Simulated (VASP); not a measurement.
# La3LuO2 (Immm) in VASP: single point with PBE

Aim: the single point of La3LuO2 with PBE.

Program: VASP 6.6.1. These are calculated values, not measurements. Logs are shortened: lines on timing, memory, paths and dates and some standing lists are left out, and cuts for length are marked.

**1. The cell of the first run**

It takes space group Immm (No. 71, orthorhombic). Conventional cell: a = 5.572 Å, b = 6.442 Å, c = 8.410 Å, α = 90.00°, β = 90.00°, γ = 90.00°. Within 3.7 Å of La (site symmetry mmm) lie 2 Lu at 2.79 Å and 2 La at 3.22 Å and 4 O at 3.55 Å. Within 3.7 Å of La (site symmetry mmm) lie 2 La at 2.79 Å and 2 Lu at 3.22 Å and 4 O at 3.43 Å. Within 2.6 Å of La (site symmetry mmm) lie 2 O at 2.00 Å. Within 2.9 Å of Lu (site symmetry mmm) lie 2 O at 2.21 Å and 2 La at 2.79 Å. O (site symmetry mm2) has 1 La at 2.00 Å and 1 Lu at 2.21 Å within 2.6 Å.

**2. Single point, PBE**

Input file INCAR:

```
SYSTEM = La3LuO2
PREC = Accurate
ENCUT = 520
EDIFF = 1E-6
ISMEAR = 0
SIGMA = 0.1
LREAL = .FALSE.
LASPH = .TRUE.
NELM = 100
ALGO = Normal
ISIF = 2
LWAVE = .FALSE.
LCHARG = .FALSE.
GGA = PE
NBANDS = 44
```

Input file KPOINTS:

```
Automatic mesh
0
G
  4 4 4
  0 0 0
```

Input file POSCAR:

```
La3LuO2
1.0
   -2.7859810800      3.2208594200      4.2047739100
    2.7859810800     -3.2208594200      4.2047739100
    2.7859810800      3.2208594200     -4.2047739100
La Lu O
3 1 2
Direct
    0.5000000000      0.0000000000      0.5000000000
    0.0000000000      0.5000000000      0.5000000000
    0.0000000000      0.0000000000      0.0000000000
    0.5000000000      0.5000000000      0.0000000000
    0.2375572400      0.2375572400      0.0000000000
    0.7624427600      0.7624427600      0.0000000000
```

Potentials or basis: VASP PAW PBE potentials, release 64 (La, Lu, O).

On the command line:

```console
$ cat potpaw_PBE.64/La/POTCAR potpaw_PBE.64/Lu/POTCAR potpaw_PBE.64/O/POTCAR > POTCAR
$ mpirun -np 1 vasp_std > vasp.out
```

OUTCAR:

```text
SYSTEM = La3LuO2
   PREC = Accurate
   ENCUT = 520
   EDIFF = 1E-6
   ISMEAR = 0
   LREAL = .FALSE.
   LASPH = .TRUE.
   NELM = 100
   ISIF = 2
   GGA = PE

 ion  position               nearest neighbor table
   1  0.500  0.000  0.500-   4 2.79   4 2.79   3 3.22   3 3.22
   2  0.000  0.500  0.500-   3 2.79   3 2.79   4 3.22   4 3.22
   3  0.000  0.000  0.000-   5 2.00   6 2.00   2 2.79   2 2.79   1 3.22   1 3.22
   4  0.500  0.500  0.000-   5 2.21   6 2.21   1 2.79   1 2.79   2 3.22   2 3.22
   5  0.238  0.238  0.000-   3 2.00   4 2.21
   6  0.762  0.762  0.000-   3 2.00   4 2.21

  LATTYP: Found a body centered orthorhombic cell.
 ALAT       =     5.5719621600
 B/A-ratio  =     1.1560952237
 C/A-ratio  =     1.5092614735

  Lattice vectors:

 A1 = (  -2.7859810800,   3.2208594200,   4.2047739100)
 A2 = (   2.7859810800,  -3.2208594200,   4.2047739100)
 A3 = (   2.7859810800,   3.2208594200,  -4.2047739100)

Analysis of symmetry for initial positions (statically):
=====================================================================
 Subroutine PRICEL returns:
 Original cell was already a primitive cell.

 Routine SETGRP: Setting up the symmetry group for a
 body centered orthorhombic supercell.

 Subroutine GETGRP returns: Found  8 space group operations
 (whereof  8 operations were pure point group operations)
 out of a pool of  8 trial point group operations.

The static configuration has the point symmetry D_2h.

Analysis of symmetry for dynamics (positions and initial velocities):
=====================================================================
 Subroutine PRICEL returns:
 Original cell was already a primitive cell.

 Routine SETGRP: Setting up the symmetry group for a
 body centered orthorhombic supercell.

 Subroutine GETGRP returns: Found  8 space group operations
 (whereof  8 operations were pure point group operations)
 out of a pool of  8 trial point group operations.

The dynamic configuration has the point symmetry D_2h.

 Subroutine INISYM returns: Found  8 space group operations
 (whereof  8 operations are pure point group operations),
 and found     1 'primitive' translations

----------------------------------------------------------------------------------------

                                     Primitive cell

  volume of cell :     150.9220

  direct lattice vectors                    reciprocal lattice vectors
    -2.785981080  3.220859420  4.204773910     0.000000000  0.155238070  0.118912458
     2.785981080 -3.220859420  4.204773910     0.179469991  0.000000000  0.118912458
     2.785981080  3.220859420 -4.204773910     0.179469991  0.155238070  0.000000000

  length of vectors
     5.984626105  5.984626105  5.984626105     0.195548027  0.215289689  0.237293776

  position of ions in fractional coordinates (direct lattice)
     0.500000000  0.000000000  0.500000000
     0.000000000  0.500000000  0.500000000
     0.000000000  0.000000000  0.000000000
     0.500000000  0.500000000  0.000000000
     0.237557240  0.237557240  0.000000000
     0.762442760  0.762442760  0.000000000

  ion indices of the primitive-cell ions
   primitive index   ion index
                 1           1
                 2           2
                 3           3
                 4           4
                 5           5
                 6           6

----------------------------------------------------------------------------------------

 KPOINTS: Automatic mesh

Automatic generation of k-mesh.
 Grid dimensions read from file:
 generate k-points for:    4    4    4

 Generating k-lattice:

  Cartesian coordinates                     Fractional coordinates (reciprocal lattice)
     0.000000000  0.038809517  0.029728114     0.250000000  0.000000000  0.000000000
     0.044867498  0.000000000  0.029728114     0.000000000  0.250000000 -0.000000000
     0.044867498  0.038809517  0.000000000     0.000000000 -0.000000000  0.250000000

  Length of vectors
     0.048887007  0.053822422  0.059323444

  Shift w.r.t. Gamma in fractional coordinates (k-lattice)
     0.000000000  0.000000000  0.000000000

 Subroutine IBZKPT returns following result:
 ===========================================

 Found     18 irreducible k-points:

 Following reciprocal coordinates:
            Coordinates               Weight
  0.000000  0.000000  0.000000      1.000000
  0.250000  0.000000 -0.000000      4.000000
  0.500000  0.000000 -0.000000      2.000000
  0.000000  0.250000 -0.000000      4.000000
  0.250000  0.250000 -0.000000      8.000000
  0.500000  0.250000 -0.000000      8.000000
[... 10 lines left out ...]
 -0.250000 -0.250000  0.250000      2.000000
  0.500000  0.500000  0.500000      1.000000
   k-points           NKPTS =     18   k-points in BZ     NKDIM =     18   number of bands    NBANDS=     44
   number of dos      NEDOS =    301   number of ions     NIONS =      6
   total plane-waves  NPLWV = 110592
   dimension x,y,z NGX =    48 NGY =   48 NGZ =   48
   dimension x,y,z NGXF=    96 NGYF=   96 NGZF=   96
   ions per type =               3   1   2
   NGX,Y,Z   is equivalent  to a cutoff of  13.33, 13.33, 13.33 a.u.
   NGXF,Y,Z  is equivalent  to a cutoff of  26.67, 26.67, 26.67 a.u.
 SYSTEM =  La3LuO2
   PREC   = accura    normal or accurate (medium, high low for compatibility)
   ISTART =      0    job   : 0-new  1-cont  2-samecut
   ICHARG =      2    charge: 1-file 2-atom 10-const
   ISPIN  =      1    spin polarized calculation?
   LNONCOLLINEAR =      F non collinear calculations
   LSORBIT =      F    spin-orbit coupling
   LASPH  =      T    aspherical Exc in radial PAW
   ENCUT  =  520.0 eV  38.22 Ry    6.18 a.u.  11.13 11.13 11.13*2*pi/ulx,y,z
   NELM   =    100;   NELMIN=  2; NELMDL= -5     # of ELM steps
   EDIFF  = 0.1E-05   stopping-criterion for ELM
   LREAL  =      F    real-space projection
   EDIFFG = 0.1E-04   stopping-criterion for IOM
   NSW    =      0    number of steps for IOM
   IBRION =     -1    ionic relax: 0-MD 1-quasi-New 2-CG
   NFREE  =      0    steps in history (QN), initial steepest desc. (CG)
   ISIF   =      2    stress and relaxation
   ISYM   =      2    0-nonsym 1-usesym 2-fastsym
   POTIM  = 0.5000    time-step for ionic-motion
   TEBEG  =    0.0;   TEEND  =   0.0 temperature during run
   PSTRESS=    0.0 pullay stress
   NELECT =      70.0000    total number of electrons
   NUPDOWN=      -1.0000    fix difference up-down
   EMIN   =  10.00;   EMAX   =-10.00  energy-range for DOS
   EFERMI =   0.00;   METHOD = LEGACY
   ISMEAR =     0;   SIGMA  =   0.10  broadening in eV -4-tet -1-fermi 0-gaus
   EFERMI_NEDOS =   21; number of points for ismear=-14 and -15
   IALGO  =     38    algorithm
   IMIX   =      4    mixing-type and parameters
     AMIX     =   0.40;   BMIX     =  1.00
     AMIX_MAG =   1.60;   BMIX_MAG =  1.00
  volume/ion in A,a.u.               =      25.15       169.75
  Fermi-wavevector in a.u.,A,eV,Ry     =   1.267234  2.394724 21.849335  1.605881
  Thomas-Fermi vector in A             =   2.400392
   LORBIT       =      0    0 simple, 1 ext, 2 COOP (PROOUT), +10 PAW based schemes
   GGA     = PE    functional components
   LHFCALC =     F    Hartree Fock is set to
   AEXX    =    0.0000 exact exchange contribution
   IVDW    =     0    specifies the selected vdW correction
   LEPSILON=     F    determine dielectric tensor
   LRPA    =     F    only Hartree local field effects (RPA)
 non-spin polarized calculation
 Gauss-broadening in eV      SIGMA  =   0.10
  energy-cutoff  :      520.00
  volume of cell :      150.92
 maximum number of plane-waves:      4085
 NGX is ok and might be reduce to    48
   NGX = 23   NGY = 23   NGZ = 23

 number of electron      69.9999996 magnetization

 Free energy of the ion-electron system (eV)
  ---------------------------------------------------
  ext. energy  EPLUGINS =         0.00000000
  ---------------------------------------------------
  free energy    TOTEN  =       -30.19320472 eV

  energy without entropy =      -30.15171253  energy(sigma->0) =      -30.17245863

 E-fermi :   6.7758     XC(G=0):  -9.6925

 val. band max:        6.7741982339   @ k =   0.2500   0.2500  -0.0000
 cond. band min:       6.7996576103   @ k =   0.0000   0.0000   0.0000
 fundamental gap:      0.0254593764
 Fermi energy:         6.7757935362

 k-point     1 :       0.0000    0.0000    0.0000
  band No.  band energies     occupation
      1     -49.1954      2.00000
      2     -26.7510      2.00000
      3     -26.3747      2.00000
      4     -24.6500      2.00000
      5     -20.3198      2.00000
      6     -19.9924      2.00000
[... 36 lines left out ...]
     43       8.2531      0.00000
     44       8.3811      0.00000

 k-point     2 :       0.2500    0.0000   -0.0000
  band No.  band energies     occupation
      1     -49.1954      2.00000
      2     -26.7472      2.00000
      3     -26.3754      2.00000
      4     -24.6597      2.00000
      5     -20.3198      2.00000
      6     -19.9819      2.00000
[... 36 lines left out ...]
     43       8.2815      0.00000
     44       8.3320      0.00000

 k-point     3 :       0.5000    0.0000   -0.0000
  band No.  band energies     occupation
      1     -49.1954      2.00000
      2     -26.7434      2.00000
      3     -26.3761      2.00000
      4     -24.6694      2.00000
      5     -20.3198      2.00000
      6     -19.9714      2.00000
[... 36 lines left out ...]
     43       7.7934      0.00000
     44       8.2771      0.00000

 k-point     4 :       0.0000    0.2500   -0.0000
  band No.  band energies     occupation
      1     -49.1954      2.00000
      2     -26.6843      2.00000
      3     -26.4054      2.00000
      4     -24.7683      2.00000
      5     -20.2117      2.00000
      6     -19.9916      2.00000
[... 600 lines left out ...]
     43       8.2413      0.00000
     44       8.3243      0.00000

 k-point    17 :      -0.2500   -0.2500    0.2500
  band No.  band energies     occupation
      1     -49.1954      2.00000
      2     -26.7479      2.00000
      3     -26.3773      2.00000
      4     -24.6510      2.00000
      5     -20.3200      2.00000
      6     -19.9927      2.00000
[... 36 lines left out ...]
     43       8.2394      0.00000
     44       8.2508      0.00000

 k-point    18 :       0.5000    0.5000    0.5000
  band No.  band energies     occupation
      1     -49.1954      2.00000
      2     -26.7450      2.00000
      3     -26.3795      2.00000
      4     -24.6510      2.00000
      5     -20.3202      2.00000
      6     -19.9930      2.00000
[... 36 lines left out ...]
     43       8.2466      0.00000
     44       8.2701      0.00000

------------------------ aborting loop because EDIFF is reached ----------------------------------------

  FORCE on cell =-STRESS in cart. coord.  units (eV):
  Direction    XX          YY          ZZ          XY          YZ          ZX
  --------------------------------------------------------------------------------------
  -------------------------------------------------------------------------------------
  Total       22.3973272      5.7811939     10.0343443     -0.0000000      0.0000000      0.0000000
  in kB      237.7684376     61.3727442    106.5238880     -0.0000000      0.0000000      0.0000000
  external PRESSURE =     135.2216899 kB  Pullay stress =       0.0000000 kB

 VOLUME and BASIS-vectors are now :
 -----------------------------------------------------------------------------
  energy-cutoff  :      520.00
  volume of cell :      150.92
      direct lattice vectors                 reciprocal lattice vectors
    -2.785981080  3.220859420  4.204773910     0.000000000  0.155238070  0.118912458
     2.785981080 -3.220859420  4.204773910     0.179469991  0.000000000  0.118912458
     2.785981080  3.220859420 -4.204773910     0.179469991  0.155238070  0.000000000

 POSITION                                       TOTAL-FORCE (eV/Angst)
 -----------------------------------------------------------------------------------
      0.00000      3.22086      0.00000        -0.000000      0.000000      0.000000
      2.78598      0.00000      0.00000        -0.000000      0.000000     -0.000000
      0.00000      0.00000      0.00000        -0.000000      0.000000     -0.000000
      0.00000      0.00000      4.20477        -0.000000      0.000000     -0.000000
      0.00000      0.00000      1.99775         0.000000     -0.000000      3.950962
      0.00000      0.00000      6.41180        -0.000000     -0.000000     -3.950962
 -----------------------------------------------------------------------------------
    total drift:                                0.000000      0.000000      0.000000

  FREE ENERGIE OF THE ION-ELECTRON SYSTEM (eV)
  ---------------------------------------------------
  free  energy   TOTEN  =       -30.1932047229 eV

  energy  without entropy=      -30.1517125276  energy(sigma->0) =      -30.17245863
```

It took 6.2 min on 1 thread of Intel Xeon Platinum 8488C (Sapphire Rapids), shared host; peak memory 0.4 GiB.

Results:

```yaml
Free_energy: -30.1932 eV
Pressure: 13.5 GPa
Largest_force: 3.951 eV/Å
Band_gap_on_the_k_mesh: zero (band 35 reaches 6.89 eV, above the bottom of band 36 at 6.46 eV)
```

Forces in eV/Å, atoms in the order of the input:
```
La   0.000  0.000  0.000
La   0.000  0.000  0.000
La   0.000  0.000  0.000
Lu   0.000  0.000  0.000
O    0.000  0.000  3.951
O    0.000  0.000 -3.951
```

Caveat: the k points lie up to 0.37 Å⁻¹ apart; spin-orbit coupling is left out, which moves the levels of the heavy elements; forces of over 1 eV/Å act on the atoms, so gaps and moduli don't describe the material at rest.
